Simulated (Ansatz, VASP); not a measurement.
**BaO3: VASP beside Ansatz**

The input INCAR:

```
PREC = Accurate
ENCUT = 600
EDIFF = 1E-6
ISMEAR = 0
SIGMA = 0.1
LREAL = F
LASPH = T
NELM = 150
ALGO = Normal
ISIF = 3
LWAVE = F
LCHARG = F
ISPIN = 2
MAGMOM = 0 1.46 1.46 1.46
LORBIT = 11
GGA = PE
IBRION = 2
NSW = 90
EDIFFG = -0.04
```

KPOINTS

```
regular mesh
0
Gamma
  4 4 4
```

POSCAR

```
BaO3
1.0
    3.8915451021      0.0000000000      0.0000000000
    0.0000000000      3.8915451021      0.0000000000
    0.0000000000      0.0000000000      3.8915451021
Ba O
1 3
Direct
    0.0000000000      0.0000000000      0.0000000000
    0.0000000000      0.5000000000      0.5000000000
    0.5000000000      0.0000000000      0.5000000000
    0.5000000000      0.5000000000      0.0000000000
```

Input for Ansatz:

```yaml
crystal:
  lattice:
    - [3.8915451021, 0.0, 0.0]
    - [0.0, 3.8915451021, 0.0]
    - [0.0, 0.0, 3.8915451021]
  atoms:
    - { symbol: Ba, position: [0.0, 0.0, 0.0] }
    - { symbol: O, position: [0.0, 0.5, 0.5], spin: 1.46 }
    - { symbol: O, position: [0.5, 0.0, 0.5], spin: 1.46 }
    - { symbol: O, position: [0.5, 0.5, 0.0], spin: 1.46 }
basis:
  ecutwfc: 420
kpoints:
  mp_grid: { grid: [4, 4, 4] }
hamiltonian:
  xc: pbe
scf:
  occupations: { method: gaussian, width: 0.1 }
  lower_state_search: "off"
output:
  forces: true
  stress: true
  eigenvalues: true
  populations: true
magnetization:
  spin_polarized: true
relax:
  adjacent_minimum: "off"
  f_tol: 0.04
  max_steps: 70
  cell: { stress_tol: 0.4 }
```

Alike in both runs: task relaxation of cell and atoms; functional PBE; k mesh 4 × 4 × 4; occupations gaussian, width 0.1 eV; collinear spin.

```csv
,VASP,Ansatz
version,VASP 6.6.1,Ansatz 0.2.0
potentials or method,"VASP PAW PBE potentials, release 64 (Ba_sv, O), cutoff 600 eV","scalar-relativistic, plane waves, PAW"
valence electrons in the cell,28,28
```

Ansatz gave:

* gap on the k mesh at the Fermi level, each at its own relaxed structure (eV): none
* net moment per atom (μB): 1.00
* size of the moment on the site where the two differ most (μB): 1.33
* relaxed volume (Å³/atom): 15.89
* relaxed cell length with the largest relative difference (Å): 3.991

Q: Which values does VASP return?

A: gap on the k mesh at the Fermi level, each at its own relaxed structure (eV): none; net moment per atom (μB): 1.00; size of the moment on the site where the two differ most (μB): 1.11; relaxed volume (Å³/atom): 16.29; relaxed cell length with the largest relative difference (Å): 4.024.

Site moments also hang on the region over which each program counts them. A gap of «none» marks a metal or a gap that the smearing closes.

The k mesh is coarse, so the values compare programs but aren't converged. Spin-orbit coupling is off throughout.
